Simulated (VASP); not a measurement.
# ZnBi3 (Pm-3m) in VASP: a series of runs, part 2 of 3

VASP 6.6.1. The steps go on from the part before.

### Step 3. Single point, PBE

INCAR

```
SYSTEM = ZnBi3
ALGO = Normal ; EDIFF = 1E-6
ENCUT = 520 ; GGA = PE
ISIF = 2 ; ISMEAR = 1
LASPH = .True. ; LCHARG = .False.
LREAL = .False. ; LWAVE = .False.
NBANDS = 36 ; NELM = 100
PREC = Accurate ; SIGMA = 0.025
```

KPOINTS

```
k-points
0
Gamma
  5 5 5
  0 0 0
```

POSCAR

```
ZnBi3
1.0
    4.8731640000      0.0000000000      0.0000000000
    0.0000000000      4.8731640000      0.0000000000
    0.0000000000      0.0000000000      4.8731640000
Bi Zn
3 1
Direct
    0.5000000000      0.5000000000      0.0000000000
    0.5000000000      0.0000000000      0.5000000000
    0.0000000000      0.5000000000      0.5000000000
    0.0000000000      0.0000000000      0.0000000000
```

Potentials or basis: VASP PAW PBE potentials, release 64 (Bi_d, Zn).

Command:

```sh
> cat potpaw_PBE.64/Bi_d/POTCAR potpaw_PBE.64/Zn/POTCAR > POTCAR
> mpirun -np 1 vasp_std > vasp.out
```

Run time: 18 s. Hardware: 1 thread of Intel Xeon Platinum 8488C (Sapphire Rapids), shared host; peak memory 0.21 GiB.

Results (log left out):

| Property | Result |
| --- | --- |
| Free energy | -12.0669 eV |
| Pressure | -0.1 GPa |

Levels at points of the mesh, in eV from the Fermi level:
| k point | band 24 | band 25 | band 26 | band 27 | band 28 | band 29 | band 30 | band 31 | band 32 | band 33 |
| --- | --- | --- | --- | --- | --- | --- | --- | --- | --- | --- |
| (0.00, 0.00, 0.00) | -4.12 | -4.12 | -4.12 | -2.58 | 0.67 | 0.67 | 0.67 | 2.04 | 2.04 | 2.04 |

Caveat: spin-orbit coupling is left out, which moves the levels of the heavy elements.

### Step 4. Single point, PBE

INCAR

```
PREC = Accurate ; ENCUT = 520
EDIFF = 1E-6 ; ISMEAR = 1
SIGMA = 0.01 ; LREAL = False
LASPH = True ; NELM = 60
ALGO = Fast ; ISIF = 2
LWAVE = False ; LCHARG = True
GGA = PE ; LELF = True
LVHAR = True ; NBANDS = 36
```

KPOINTS

```
regular mesh
0
Gamma
  5 5 5
```

POSCAR is that of step 3.

Potentials or basis: VASP PAW PBE potentials, release 64 (Bi_d, Zn).

Command:

```sh
> cat potpaw_PBE.64/Bi_d/POTCAR potpaw_PBE.64/Zn/POTCAR > POTCAR
> mpirun -np 1 vasp_std > vasp.out
```

OUTCAR:

```text
PREC = Accurate
   ENCUT = 520
   EDIFF = 1E-6
   ISMEAR = 1
   LREAL = False
   LASPH = True
   NELM = 60
   ISIF = 2
   GGA = PE

 ion  position               nearest neighbor table
   1  0.500  0.500  0.000-   2 3.45   3 3.45   4 3.45   2 3.45   3 3.45   2 3.45   4 3.45   2 3.45
                             3 3.45   4 3.45   3 3.45   4 3.45
   2  0.500  0.000  0.500-   1 3.45   3 3.45   4 3.45   1 3.45   4 3.45   1 3.45   3 3.45   1 3.45
                             3 3.45   4 3.45   4 3.45   3 3.45
   3  0.000  0.500  0.500-   1 3.45   2 3.45   4 3.45   1 3.45   4 3.45   2 3.45   4 3.45   4 3.45
                             1 3.45   2 3.45   1 3.45   2 3.45
   4  0.000  0.000  0.000-   1 3.45   2 3.45   3 3.45   2 3.45   3 3.45   1 3.45   3 3.45   3 3.45
                             1 3.45   2 3.45   2 3.45   1 3.45

  LATTYP: Found a simple cubic cell.
 ALAT       =     4.8731640000

  Lattice vectors:

 A1 = (   4.8731640000,   0.0000000000,   0.0000000000)
 A2 = (   0.0000000000,   4.8731640000,   0.0000000000)
 A3 = (   0.0000000000,   0.0000000000,   4.8731640000)

Analysis of symmetry for initial positions (statically):
=====================================================================
 Subroutine PRICEL returns:
 Original cell was already a primitive cell.

 Routine SETGRP: Setting up the symmetry group for a
 simple cubic supercell.

 Subroutine GETGRP returns: Found 48 space group operations
 (whereof 48 operations were pure point group operations)
 out of a pool of 48 trial point group operations.

The static configuration has the point symmetry O_h .

Analysis of symmetry for dynamics (positions and initial velocities):
=====================================================================
 Subroutine PRICEL returns:
 Original cell was already a primitive cell.

 Routine SETGRP: Setting up the symmetry group for a
 simple cubic supercell.
[... 111 lines left out ...]
   IALGO  =     68    algorithm
   IMIX   =      4    mixing-type and parameters
     AMIX     =   0.40;   BMIX     =  1.00
     AMIX_MAG =   1.60;   BMIX_MAG =  1.00
  volume/ion in A,a.u.               =      28.93       195.24
  Fermi-wavevector in a.u.,A,eV,Ry     =   1.292872  2.443173 22.742372  1.671517
  Thomas-Fermi vector in A             =   2.424553
   LORBIT       =      0    0 simple, 1 ext, 2 COOP (PROOUT), +10 PAW based schemes
   GGA     = PE    functional components
   LHFCALC =     F    Hartree Fock is set to
   AEXX    =    0.0000 exact exchange contribution
   IVDW    =     0    specifies the selected vdW correction
   LEPSILON=     F    determine dielectric tensor
   LRPA    =     F    only Hartree local field effects (RPA)
 non-spin polarized calculation
 RMM-DIIS sequential band-by-band and
 Methfessel and Paxton  Order N= 1 SIGMA  =   0.01
  energy-cutoff  :      520.00
  volume of cell :      115.73
 maximum number of plane-waves:      3127
   NGX = 19   NGY = 19   NGZ = 19

 number of electron      57.0000006 magnetization

 Free energy of the ion-electron system (eV)
  ---------------------------------------------------
  ext. energy  EPLUGINS =         0.00000000
  ---------------------------------------------------
  free energy    TOTEN  =       -12.06678074 eV

  energy without entropy =      -12.06672094  energy(sigma->0) =      -12.06676081

 E-fermi :   6.7951     XC(G=0): -10.1659

 val. band max:        6.6288080178   @ k =   0.4000   0.4000   0.0000
 cond. band min:       6.7999006669   @ k =   0.2000   0.2000   0.0000
 fundamental gap:      0.1710926491
 Fermi energy:         6.7951001512

 k-point     1 :       0.0000    0.0000    0.0000
  band No.  band energies     occupation
      1     -16.5325      2.00000
      2     -16.5325      2.00000
      3     -16.5325      2.00000
      4     -16.5023      2.00000
      5     -16.4444      2.00000
      6     -16.4444      2.00000
[... 379 lines left out ...]
     35      13.1229      0.00000
     36      13.1243      0.00000

------------------------ aborting loop because EDIFF is reached ----------------------------------------

  FORCE on cell =-STRESS in cart. coord.  units (eV):
  Direction    XX          YY          ZZ          XY          YZ          ZX
  --------------------------------------------------------------------------------------
  -------------------------------------------------------------------------------------
  Total       -0.0736936     -0.0736936     -0.0736936     -0.0000000     -0.0000000      0.0000000
  in kB       -1.0202515     -1.0202515     -1.0202515     -0.0000000     -0.0000000      0.0000000
  external PRESSURE =      -1.0202515 kB  Pullay stress =       0.0000000 kB

 VOLUME and BASIS-vectors are now :
 -----------------------------------------------------------------------------
  energy-cutoff  :      520.00
  volume of cell :      115.73
      direct lattice vectors                 reciprocal lattice vectors
     4.873164000  0.000000000  0.000000000     0.205205489  0.000000000  0.000000000
     0.000000000  4.873164000  0.000000000     0.000000000  0.205205489  0.000000000
     0.000000000  0.000000000  4.873164000     0.000000000  0.000000000  0.205205489

 POSITION                                       TOTAL-FORCE (eV/Angst)
 -----------------------------------------------------------------------------------
      2.43658      2.43658      0.00000         0.000000      0.000000      0.000000
      2.43658      0.00000      2.43658         0.000000      0.000000      0.000000
      0.00000      2.43658      2.43658         0.000000      0.000000      0.000000
      0.00000      0.00000      0.00000         0.000000      0.000000      0.000000
 -----------------------------------------------------------------------------------
    total drift:                                0.000000      0.000000      0.000000

  FREE ENERGIE OF THE ION-ELECTRON SYSTEM (eV)
  ---------------------------------------------------
  free  energy   TOTEN  =       -12.0667807405 eV

  energy  without entropy=      -12.0667209398  energy(sigma->0) =      -12.06676081
```

OSZICAR:

```text
N       E                     dE             d eps       ncg     rms          rms(c)
DAV:   1     0.608455684509E+03    0.60846E+03   -0.29887E+04   720   0.203E+03
DAV:   2     0.546488598828E+02   -0.55381E+03   -0.54582E+03   720   0.525E+02
DAV:   3    -0.926418152633E+01   -0.63913E+02   -0.62912E+02   840   0.190E+02
DAV:   4    -0.119988393584E+02   -0.27347E+01   -0.27268E+01   796   0.406E+01
DAV:   5    -0.121294194779E+02   -0.13058E+00   -0.13058E+00   972   0.814E+00    0.141E+00
RMM:   6    -0.120709511156E+02    0.58468E-01   -0.28010E-01   790   0.338E+00    0.126E+00
RMM:   7    -0.120663380297E+02    0.46131E-02   -0.28730E-02   874   0.143E+00    0.547E-01
RMM:   8    -0.120663710402E+02   -0.33010E-04   -0.12781E-02   887   0.780E-01    0.114E-01
RMM:   9    -0.120667090068E+02   -0.33797E-03   -0.35780E-03   985   0.544E-01    0.502E-02
RMM:  10    -0.120667675402E+02   -0.58533E-04   -0.81080E-04  1135   0.184E-01    0.259E-02
RMM:  11    -0.120667806773E+02   -0.13137E-04   -0.12368E-04  1059   0.803E-02    0.812E-03
RMM:  12    -0.120667815601E+02   -0.88278E-06   -0.39191E-05  1140   0.369E-02    0.471E-03
RMM:  13    -0.120667807405E+02    0.81957E-06   -0.63707E-06   754   0.172E-02
   1 F= -.12066781E+02 E0= -.12066761E+02  d E =-.598006E-04
```

stdout:

```text
POSCAR found type information on POSCAR BiZn
 POSCAR found :  2 types and       4 ions
 scaLAPACK will be used
 LDA part: xc-table for (Slater+PW92), standard interpolation
 POSCAR, INCAR and KPOINTS ok, starting setup
 FFT: planning ... GRIDC
 FFT: planning ... GRID_SOFT
 FFT: planning ... GRID
 WAVECAR not read
 entering main loop
```

It took 25 s on 1 thread of Intel Xeon Platinum 8488C (Sapphire Rapids), shared host; peak memory 0.21 GiB.

Results:

| Item | Value |
| --- | --- |
| Free energy | -12.0668 eV |
| Pressure | -0.1 GPa |

Levels at points of the mesh, in eV from the Fermi level:
| k point | band 25 | band 26 | band 27 | band 28 | band 29 | band 30 | band 31 | band 32 |
| --- | --- | --- | --- | --- | --- | --- | --- | --- |
| (0.00, 0.00, 0.00) | -4.12 | -4.12 | -2.58 | 0.66 | 0.66 | 0.66 | 2.03 | 2.03 |

Caveat: spin-orbit coupling is left out, which moves the levels of the heavy elements.

### Step 5. Single point, PBE

INCAR

```
PREC = Accurate ; ENCUT = 520
EDIFF = 1E-7 ; ISMEAR = 1
SIGMA = 0.005 ; LREAL = F
LASPH = T ; NELM = 80
ALGO = Normal ; ISIF = 2
LWAVE = F ; LCHARG = T
GGA = PE ; LELF = T
LVHAR = T ; NBANDS = 36
```

KPOINTS

```
Automatic mesh
0
Gamma
  5 5 5
```

POSCAR is that of step 4.

Command:

```sh
> cat potpaw_PBE.64/Bi_d/POTCAR potpaw_PBE.64/Zn/POTCAR > POTCAR
> mpirun -np 1 vasp_std > vasp.out
```

Wall time 20 s (1 thread of Intel Xeon Platinum 8488C (Sapphire Rapids), shared host); peak memory 0.2 GiB.

It converged, with:

```
Free energy : -12.0667 eV
Pressure    : -0.1 GPa
```

Levels at points of the mesh, in eV from the Fermi level:
| k point | band 24 | band 25 | band 26 | band 27 | band 28 | band 29 | band 30 | band 31 | band 32 | band 33 |
| --- | --- | --- | --- | --- | --- | --- | --- | --- | --- | --- |
| (0.00, 0.00, 0.00) | -4.13 | -4.13 | -4.13 | -2.59 | 0.66 | 0.66 | 0.66 | 2.03 | 2.03 | 2.03 |

Caveat: spin-orbit coupling is left out, which moves the levels of the heavy elements.

[end of part 2 of 3]
